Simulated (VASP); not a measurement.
# TaN in VASP: relaxation of the atoms with PBE

Aim: the relaxation of the atoms of TaN with PBE.

Program: VASP 6.6.1. These are calculated values, not measurements. Logs are shortened: lines on timing, memory, paths and dates and some standing lists are left out, and cuts for length are marked.

### 1 The cell of the first run

The cell holds a slab with vacuum, 6 atoms: a = 3.123 Å, b = 3.123 Å, c = 18.417 Å, α = 90.00°, β = 90.00°, γ = 90.00°.

### 2 Relaxation of the atoms, PBE

File INCAR:

```
PREC     = Accurate       # precision mode
ENCUT    = 520            # plane-wave cutoff, eV
EDIFF    = 1E-7           # SCF threshold, eV
ISMEAR   = 0              # smearing method
SIGMA    = 0.1            # smearing width, eV
LREAL    = F              # projectors in reciprocal space
LASPH    = T              # aspherical terms in the spheres
NELM     = 120            # most SCF steps
ALGO     = Normal         # electronic algorithm
ISIF     = 2              # what is computed and relaxed
LWAVE    = F              # write WAVECAR
LCHARG   = F              # write CHGCAR
LDIPOL   = T            
IDIPOL   = 3            
DIPOL    = 0.5 0.5 0.500
GGA      = PE             # functional
IBRION   = 2              # ionic algorithm
NSW      = 70             # ionic steps
EDIFFG   = -0.03          # ionic threshold
GGA_COMPAT= F            
NELMIN   = 4            
NELMDL   = -8
```

File KPOINTS:

```
Automatic mesh
0
Gamma
  9 9 1
```

File POSCAR:

```
TaN
1.0
    3.1234812525      0.0000000000      0.0000000000
    0.0000000000      3.1234812525      0.0000000000
    0.0000000000      0.0000000000     18.4172695491
Ta N
3 3
Selective dynamics
Direct
    0.0000000000      0.0000000000      0.3800780556  F F F
    0.5000000000      0.5000000000      0.5000000000  T T T
    0.0000000000      0.0000000000      0.6199219444  T T T
    0.5000000000      0.5000000000      0.3800780556  F F F
    0.0000000000      0.0000000000      0.5000000000  T T T
    0.5000000000      0.5000000000      0.6199219444  T T T
```

Potentials or basis: VASP PAW PBE potentials, release 64 (Ta_pv, N).

The run is started by

```console
> cat potpaw_PBE.64/Ta_pv/POTCAR potpaw_PBE.64/N/POTCAR > POTCAR
> mpirun -np 1 vasp_std > vasp.out
```

OUTCAR:

```text
PREC = Accurate
   ENCUT = 520
   EDIFF = 1E-7
   ISMEAR = 0
   LREAL = F
   LASPH = T
   NELM = 120
   ISIF = 2
   GGA = PE
   IBRION = 2
   NSW = 70
   EDIFFG = -0.03
   NELMIN = 4
   NELMDL = -8

 ion  position               nearest neighbor table
   1  0.000  0.000  0.380-   4 2.21   4 2.21   4 2.21   4 2.21   5 2.21   2 3.12   2 3.12   2 3.12
                             2 3.12
   2  0.500  0.500  0.500-   5 2.21   5 2.21   5 2.21   5 2.21   6 2.21   4 2.21   3 3.12   3 3.12
                             1 3.12   3 3.12   1 3.12   1 3.12   3 3.12   1 3.12
   3  0.000  0.000  0.620-   6 2.21   6 2.21   6 2.21   6 2.21   5 2.21   2 3.12   2 3.12   2 3.12
                             2 3.12
   4  0.500  0.500  0.380-   1 2.21   1 2.21   1 2.21   1 2.21   2 2.21
   5  0.000  0.000  0.500-   2 2.21   2 2.21   2 2.21   2 2.21   3 2.21   1 2.21
   6  0.500  0.500  0.620-   3 2.21   3 2.21   3 2.21   3 2.21   2 2.21

  LATTYP: Found a simple tetragonal cell.
 ALAT       =     3.1234812525
 C/A-ratio  =     5.8963918975

  Lattice vectors:

 A1 = (   3.1234812525,   0.0000000000,   0.0000000000)
 A2 = (   0.0000000000,   3.1234812525,   0.0000000000)
 A3 = (   0.0000000000,   0.0000000000,  18.4172695491)

Analysis of symmetry for initial positions (statically):
=====================================================================
 Subroutine PRICEL returns:
 Original cell was already a primitive cell.

 Routine SETGRP: Setting up the symmetry group for a
 simple tetragonal supercell.

 Subroutine GETGRP returns: Found 16 space group operations
 (whereof 16 operations were pure point group operations)
 out of a pool of 16 trial point group operations.

The static configuration has the point symmetry D_4h.

Analysis of symmetry for dynamics (positions and initial velocities):
=====================================================================
 Subroutine PRICEL returns:
 Original cell was already a primitive cell.

 Routine SETGRP: Setting up the symmetry group for a
 simple tetragonal supercell.

 Subroutine GETGRP returns: Found 16 space group operations
 (whereof 16 operations were pure point group operations)
 out of a pool of 16 trial point group operations.

The dynamic configuration has the point symmetry D_4h.

Analysis of constrained symmetry for selective dynamics:
=====================================================================
 Subroutine PRICEL returns:
 Original cell was already a primitive cell.

 Routine SETGRP: Setting up the symmetry group for a
 simple tetragonal supercell.

 Subroutine GETGRP returns: Found  8 space group operations
 (whereof  8 operations were pure point group operations)
 out of a pool of 16 trial point group operations.

The constrained configuration has the point symmetry C_4v.

 Subroutine INISYM returns: Found  8 space group operations
 (whereof  8 operations are pure point group operations),
 and found     1 'primitive' translations

----------------------------------------------------------------------------------------

                                     Primitive cell

  volume of cell :     179.6814

  direct lattice vectors                    reciprocal lattice vectors
     3.123481252  0.000000000  0.000000000     0.320155595  0.000000000  0.000000000
     0.000000000  3.123481252  0.000000000     0.000000000  0.320155595  0.000000000
     0.000000000  0.000000000 18.417269549     0.000000000  0.000000000  0.054296865

  length of vectors
     3.123481252  3.123481252 18.417269549     0.320155595  0.320155595  0.054296865

  position of ions in fractional coordinates (direct lattice)
     0.000000000  0.000000000  0.380078056
     0.500000000  0.500000000  0.500000000
     0.000000000  0.000000000  0.619921944
     0.500000000  0.500000000  0.380078056
     0.000000000  0.000000000  0.500000000
     0.500000000  0.500000000  0.619921944

  ion indices of the primitive-cell ions
   primitive index   ion index
                 1           1
                 2           2
                 3           3
                 4           4
                 5           5
                 6           6

----------------------------------------------------------------------------------------

 KPOINTS: Automatic mesh

Automatic generation of k-mesh.
 Grid dimensions read from file:
 generate k-points for:    9    9    1

 Generating k-lattice:

  Cartesian coordinates                     Fractional coordinates (reciprocal lattice)
     0.035572844  0.000000000  0.000000000     0.111111111  0.000000000  0.000000000
     0.000000000  0.035572844  0.000000000     0.000000000  0.111111111  0.000000000
     0.000000000  0.000000000  0.054296865     0.000000000  0.000000000  1.000000000

  Length of vectors
     0.035572844  0.035572844  0.054296865

  Shift w.r.t. Gamma in fractional coordinates (k-lattice)
     0.000000000  0.000000000  0.000000000

 Subroutine IBZKPT returns following result:
 ===========================================

 Found     15 irreducible k-points:

 Following reciprocal coordinates:
            Coordinates               Weight
  0.000000  0.000000  0.000000      1.000000
  0.111111  0.000000  0.000000      4.000000
  0.222222  0.000000  0.000000      4.000000
  0.333333  0.000000  0.000000      4.000000
  0.444444  0.000000  0.000000      4.000000
  0.111111  0.111111  0.000000      4.000000
  0.222222  0.111111  0.000000      8.000000
  0.333333  0.111111  0.000000      8.000000
  0.444444  0.111111  0.000000      8.000000
  0.222222  0.222222  0.000000      4.000000
  0.333333  0.222222  0.000000      8.000000
  0.444444  0.222222  0.000000      8.000000
  0.333333  0.333333  0.000000      4.000000
  0.444444  0.333333  0.000000      8.000000
  0.444444  0.444444  0.000000      4.000000
   k-points           NKPTS =     15   k-points in BZ     NKDIM =     15   number of bands    NBANDS=     28
   number of dos      NEDOS =    301   number of ions     NIONS =      6
   total plane-waves  NPLWV =  80640
   dimension x,y,z NGX =    24 NGY =   24 NGZ =  140
   dimension x,y,z NGXF=    48 NGYF=   48 NGZF=  280
   ions per type =               3   3
   NGX,Y,Z   is equivalent  to a cutoff of  12.77, 12.77, 12.64 a.u.
   NGXF,Y,Z  is equivalent  to a cutoff of  25.55, 25.55, 25.27 a.u.
 SYSTEM =  unknown system
   PREC   = accura    normal or accurate (medium, high low for compatibility)
   ISTART =      0    job   : 0-new  1-cont  2-samecut
   ICHARG =      2    charge: 1-file 2-atom 10-const
   ISPIN  =      1    spin polarized calculation?
   LNONCOLLINEAR =      F non collinear calculations
   LSORBIT =      F    spin-orbit coupling
   LASPH  =      T    aspherical Exc in radial PAW
   ENCUT  =  520.0 eV  38.22 Ry    6.18 a.u.   5.81  5.81 34.24*2*pi/ulx,y,z
   NELM   =    120;   NELMIN=  4; NELMDL= -8     # of ELM steps
   EDIFF  = 0.1E-06   stopping-criterion for ELM
   LREAL  =      F    real-space projection
   EDIFFG = -.3E-01   stopping-criterion for IOM
   NSW    =     70    number of steps for IOM
   IBRION =      2    ionic relax: 0-MD 1-quasi-New 2-CG
   NFREE  =      1    steps in history (QN), initial steepest desc. (CG)
   ISIF   =      2    stress and relaxation
   ISYM   =      2    0-nonsym 1-usesym 2-fastsym
   POTIM  = 0.5000    time-step for ionic-motion
   TEBEG  =    0.0;   TEEND  =   0.0 temperature during run
   PSTRESS=    0.0 pullay stress
   NELECT =      48.0000    total number of electrons
   NUPDOWN=      -1.0000    fix difference up-down
   EMIN   =  10.00;   EMAX   =-10.00  energy-range for DOS
   EFERMI =   0.00;   METHOD = LEGACY
   ISMEAR =     0;   SIGMA  =   0.10  broadening in eV -4-tet -1-fermi 0-gaus
   EFERMI_NEDOS =   21; number of points for ismear=-14 and -15
   IALGO  =     38    algorithm
   IMIX   =      4    mixing-type and parameters
     AMIX     =   0.40;   BMIX     =  1.00
     AMIX_MAG =   1.60;   BMIX_MAG =  1.00
  volume/ion in A,a.u.               =      29.95       202.09
  Fermi-wavevector in a.u.,A,eV,Ry     =   1.054357  1.992445 15.125162  1.111668
  Thomas-Fermi vector in A             =   2.189514
   LORBIT       =      0    0 simple, 1 ext, 2 COOP (PROOUT), +10 PAW based schemes
   GGA     = PE    functional components
   LHFCALC =     F    Hartree Fock is set to
   AEXX    =    0.0000 exact exchange contribution
   IVDW    =     0    specifies the selected vdW correction
   LEPSILON=     F    determine dielectric tensor
   LRPA    =     F    only Hartree local field effects (RPA)
 conjugate gradient relaxation of ions
 non-spin polarized calculation
 Gauss-broadening in eV      SIGMA  =   0.10
  energy-cutoff  :      520.00
  volume of cell :      179.68
 maximum number of plane-waves:      4868
 NGX is ok and might be reduce to    24
   NGX = 11   NGY = 11   NGZ = 69

--------------------------------------- Ionic step        1  -------------------------------------------

 number of electron      48.0000001 magnetization

 Free energy of the ion-electron system (eV)
  ---------------------------------------------------
  ext. energy  EPLUGINS =         0.00000000
  ---------------------------------------------------
  free energy    TOTEN  =       -63.50666740 eV

  energy without entropy =      -63.46918009  energy(sigma->0) =      -63.48792374

------------------------ aborting loop because EDIFF is reached ----------------------------------------

  FORCE on cell =-STRESS in cart. coord.  units (eV):
  Direction    XX          YY          ZZ          XY          YZ          ZX
  --------------------------------------------------------------------------------------
  -------------------------------------------------------------------------------------
  Total       -8.5038096     -8.5038096     -0.0016537      0.0000000      0.0000000      0.0000000
  in kB      -75.8265080    -75.8265080     -0.0147458      0.0000000      0.0000000      0.0000000
  external PRESSURE =     -50.5559206 kB  Pullay stress =       0.0000000 kB
[... 61 lines left out ...]
  FREE ENERGIE OF THE ION-ELECTRON SYSTEM (eV)
  ---------------------------------------------------
  free  energy   TOTEN  =       -63.6894393739 eV

  energy  without entropy=      -63.6590848767  energy(sigma->0) =      -63.67426213

 dipolmoment           0.000000      0.000000      0.007118 electrons x Angstroem

--------------------------------------- Ionic step        3  -------------------------------------------

 number of electron      48.0000001 magnetization

------------------------ aborting loop because EDIFF is reached ----------------------------------------
[... 195 lines left out ...]
--------------------------------------- Ionic step        8  -------------------------------------------

 number of electron      48.0000000 magnetization

 dipolmoment           0.000000      0.000000     -0.025381 electrons x Angstroem

 Free energy of the ion-electron system (eV)
  ---------------------------------------------------
  ext. energy  EPLUGINS =         0.00000000
  ---------------------------------------------------
  free energy    TOTEN  =       -63.78143432 eV

  energy without entropy =      -63.76289179  energy(sigma->0) =      -63.77216305

 E-fermi :   1.0397     XC(G=0):  -5.9633

 val. band max:        1.0225951929   @ k =   0.3333   0.0000   0.0000
 cond. band min:       1.0856161975   @ k =   0.4444   0.2222   0.0000
 fundamental gap:      0.0630210046
 Fermi energy:         1.0396603375

 k-point     1 :       0.0000    0.0000    0.0000
  band No.  band energies     occupation
      1     -35.2612      2.00000
      2     -35.0798      2.00000
      3     -34.9153      2.00000
      4     -34.9153      2.00000
      5     -34.7320      2.00000
      6     -34.7320      2.00000
[... 454 lines left out ...]
     27       3.9610      0.00000
     28       4.1172      0.00000

------------------------ aborting loop because EDIFF is reached ----------------------------------------

 vacuum level on the upper side and lower side of the slab       (xc-potential included)        -0.490        -0.056

  FORCE on cell =-STRESS in cart. coord.  units (eV):
  Direction    XX          YY          ZZ          XY          YZ          ZX
  --------------------------------------------------------------------------------------
  -------------------------------------------------------------------------------------
  Total       -8.5400424     -8.5400424      0.0747988      0.0000000      0.0000000      0.0000000
  in kB      -76.1495876    -76.1495876      0.6669632      0.0000000      0.0000000      0.0000000
  external PRESSURE =     -50.5440707 kB  Pullay stress =       0.0000000 kB
[... 21 lines left out ...]
  FREE ENERGIE OF THE ION-ELECTRON SYSTEM (eV)
  ---------------------------------------------------
  free  energy   TOTEN  =       -63.7814343174 eV

  energy  without entropy=      -63.7628917890  energy(sigma->0) =      -63.77216305

 reached required accuracy - stopping structural energy minimisation

 vacuum level on the upper side and lower side of the slab         4.183         4.629
```

It took 18 min on 1 thread of AMD EPYC 7R13, shared host; peak memory 0.28 GiB.

What came out:

```
Free energy               : -63.7814 eV
Energy gained by relaxing : 45.8 meV/atom
Ionic steps               : 8
Band gap on the k mesh    : zero (bands 24 and 25 overlap by 1.63 eV)
```

The path:
```
step  energy change (eV)  largest force on free atoms (eV/Å)  pressure (GPa)
   1              0.0000                              1.5785           -5.06
   2             -0.1828                              0.8292           -4.95
   3             -0.2384                              0.8365           -4.67
   4             -0.2700                              0.2493           -4.95
   5             -0.2731                              0.1682           -5.03
   6             -0.2745                              0.0507           -5.03
   7             -0.2747                              0.0405           -5.02
   8             -0.2748                              0.0176           -5.05
```

Final structure:
```
CELL_PARAMETERS angstrom
3.12348 0.00000 0.00000
0.00000 3.12348 0.00000
0.00000 0.00000 18.41727
ATOMIC_POSITIONS crystal
Ta 0.00000 0.00000 0.38008
Ta 0.50000 0.50000 0.50187
Ta 0.00000 0.00000 0.61236
N 0.50000 0.50000 0.38008
N 0.00000 0.00000 0.49627
N 0.50000 0.50000 0.62952
```

Caveat: spin-orbit coupling is left out, which moves the levels of the heavy elements.
